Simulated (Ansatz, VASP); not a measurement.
Two plane-wave programs on Al2Cu

The input INCAR:

```
PREC     = Accurate       # precision mode
ENCUT    = 520            # plane-wave cutoff, eV
EDIFF    = 1E-6           # SCF threshold, eV
ISMEAR   = 0              # smearing method
SIGMA    = 0.1            # smearing width, eV
LREAL    = False          # projectors in reciprocal space
LASPH    = True           # aspherical terms in the spheres
NELM     = 60             # most SCF steps
ALGO     = Normal         # electronic algorithm
ISIF     = 2              # what is computed and relaxed
LWAVE    = False          # write WAVECAR
LCHARG   = False          # write CHGCAR
GGA      = PS             # functional
NBANDS   = 36             # bands
```

KPOINTS

```
Automatic mesh
0
Gamma
  7 6 7
```

POSCAR

```
Al2Cu
1.0
    4.8325600000      0.9353750000      0.0738620000
    0.9407830000      6.0839670000      0.8158060000
    0.0311500000      0.6525570000      4.7043390000
Al Cu
6 3
Direct
    0.4117387589      0.1444173618      0.5173072855
    0.2469779100      0.6064760641      0.4833434943
    0.8181652619      0.3682296483      0.5310601829
    0.1021603410      0.8842161785      0.8747140644
    0.1028804337      0.3464669619      0.0035463081
    0.6071960402      0.8417466809      0.1475216744
    0.5418887836      0.4520636755      0.0444710750
    0.9338256492      0.0266145905      0.3257929591
    0.7348960361      0.7321342220      0.6856310066
```

Input for Ansatz:

```yaml
crystal:
  lattice:
    - [4.83256, 0.935375, 0.073862]
    - [0.940783, 6.083967, 0.815806]
    - [0.03115, 0.652557, 4.704339]
  atoms:
    - { symbol: Al, position: [0.4117387589, 0.1444173618, 0.5173072855] }
    - { symbol: Al, position: [0.24697791, 0.6064760641, 0.4833434943] }
    - { symbol: Al, position: [0.8181652619, 0.3682296483, 0.5310601829] }
    - { symbol: Al, position: [0.102160341, 0.8842161785, 0.8747140644] }
    - { symbol: Al, position: [0.1028804337, 0.3464669619, 0.0035463081] }
    - { symbol: Al, position: [0.6071960402, 0.8417466809, 0.1475216744] }
    - { symbol: Cu, position: [0.5418887836, 0.4520636755, 0.044471075] }
    - { symbol: Cu, position: [0.9338256492, 0.0266145905, 0.3257929591] }
    - { symbol: Cu, position: [0.7348960361, 0.732134222, 0.6856310066] }
basis:
  ecutwfc: 420
kpoints:
  mp_grid: { grid: [7, 6, 7] }
hamiltonian:
  xc: pbesol
scf:
  occupations: { method: gaussian, width: 0.1 }
  n_extra_bands: 8
output:
  forces: true
  stress: true
  eigenvalues: true
  populations: true
  dos:
    method: { smearing: { sigma: 0.1, scheme: gaussian } }
    projected: true
    de: 0.02
```

Alike in both runs: task single point; functional PBEsol; k mesh 7 × 6 × 7; occupations gaussian, width 0.1 eV; no spin polarisation.

|  | VASP | Ansatz |
| --- | --- | --- |
| version | VASP 6.6.1 | Ansatz 0.2.0 |
| potentials or method | VASP PAW PBE potentials, release 64 (Al, Cu), cutoff 520 eV | scalar-relativistic, plane waves, PAW |
| valence electrons in the cell | 51 | 75 |

```csv
,VASP,Ansatz,Ansatz less VASP
gap on the k mesh at the Fermi level (eV),none,none,-
rms of the force components (eV/Å),0.028,0.028,-0.0005
```

VASP's potentials were made for PBE, not for PBEsol. Atom by atom the forces differ by 0.004 eV/Å (rms over components). A gap of «none» marks a metal or a gap that the smearing closes. With one functional, cell and mesh, what is left measures potentials, basis and numerics. VASP's potentials hold 51 valence electrons a cell and Ansatz's 75, so a difference there can come from the potentials and not from the codes.
